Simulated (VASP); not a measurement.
Wanted: the native input for a VASP 6.6.1 run.

```
Task                   : single point
Functional             : LDA
Potentials or basis    : VASP PAW LDA potentials, release 64 (Ba_sv, Te)
Cutoff                 : 520 eV
k mesh                 : 6 × 6 × 6
Occupations            : gaussian, width 0.05 eV
Spin                   : no spin polarisation
Dipole correction      : no
Further INCAR settings : ALGO = Normal; EDIFF = 1e-07; NBANDS = 15
```

The structure of BaTe lies in POSCAR:

```
BaTe
1.0
    4.2624660000      0.0000000000      0.0000000000
    0.0000000000      4.2624660000      0.0000000000
    0.0000000000      0.0000000000      4.3690276500
Ba Te
1 1
Direct
    0.0000000000      0.0000000000      0.0000000000
    0.5000000000      0.5000000000      0.5000000000
```

This cell differs from its parent crystal: strain +0.000 along x and y, +0.025 along z.

These files were run (other wordings do the same):

INCAR

```
ALGO = Normal
EDIFF = 1E-7
ENCUT = 520
ISIF = 2
ISMEAR = 0
LASPH = T
LCHARG = F
LREAL = F
LWAVE = F
NBANDS = 15
NELM = 100
PREC = Accurate
SIGMA = 0.05
```

KPOINTS

```
k-points
0
Gamma
  6 6 6
```

Potentials or basis: VASP PAW LDA potentials, release 64 (Ba_sv, Te).

The run is started by

```console
$ cat potpaw_LDA.64/Ba_sv/POTCAR potpaw_LDA.64/Te/POTCAR > POTCAR
$ mpirun -np 1 vasp_std > vasp.out
```

It gave:

* Pressure: -3.5 GPa
* Band gap on the k mesh: 0.63 eV, indirect (least direct gap 0.76 eV)

Caveat: the cell differs from its parent crystal (strain +0.000 along x and y, +0.025 along z); spin-orbit coupling is left out, which moves the levels of the heavy elements.

Wall time 15 s on 1 thread of Intel(R) Xeon(R) Platinum 8488C (Sapphire Rapids), on a shared host, peak memory 0.18 GiB.
